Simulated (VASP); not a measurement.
Here is a VASP 6.6.1 calculation.

File INCAR:

```
SYSTEM = Al3GaN4
PREC = Accurate ; ENCUT = 520
EDIFF = 1E-6 ; ISMEAR = 0
SIGMA = 0.05 ; LREAL = .FALSE.
LASPH = .TRUE. ; NELM = 80
ALGO = Normal ; ISIF = 2
LWAVE = .FALSE. ; LCHARG = .TRUE.
GGA = PS ; LELF = .TRUE.
LVHAR = .TRUE. ; NBANDS = 31
```

File KPOINTS:

```
regular mesh
0
G
  6 8 4
  0 0 0
```

POSCAR

```
Al3GaN4
1.0
    5.4090196669      0.1555696548     -0.1292756481
    0.0965487107      3.2445331424      0.0867776604
   -0.1424781174      0.1501077048      5.7037261311
Al Ga N
3 1 4
Direct
    0.5102087924      0.5167818077      0.1810737799
   -0.0043624573      0.4886762849      0.8254195393
    0.0167613685      0.0000257067      0.3367514026
    0.5060942001      0.0082595112      0.6544949041
    0.1231385662     -0.0113159178      0.6679359912
    0.1016219390      0.4595370115      0.1618556140
    0.6210458663      0.5254169452      0.8535472226
    0.6090907248      0.0126186506      0.3189225464
```

Potentials or basis: VASP PAW PBE potentials, release 64 (Al, Ga_d, N).

The run is started by

```sh
$ cat potpaw_PBE.64/Al/POTCAR potpaw_PBE.64/Ga_d/POTCAR potpaw_PBE.64/N/POTCAR > POTCAR
$ mpirun -np 1 vasp_std > vasp.out
```

Q: Predict the largest force.

A: 2.218 eV/Å.

Q: What does it give for the band gap on the k mesh?

A: 1.80 eV.

Q: Estimate the pressure.

A: -19.6 GPa.

Stress tensor (GPa, compression positive):
```
-23.22  -5.24   4.49
 -5.24 -15.04  -8.33
  4.49  -8.33 -20.43
```

Caveat: the cell differs from its parent crystal (atoms moved at random and the cell strained at random); the stress differs along the axes, from -23 to -15 GPa; the PAW data sets were made with another functional, which shifts forces and pressure a little.
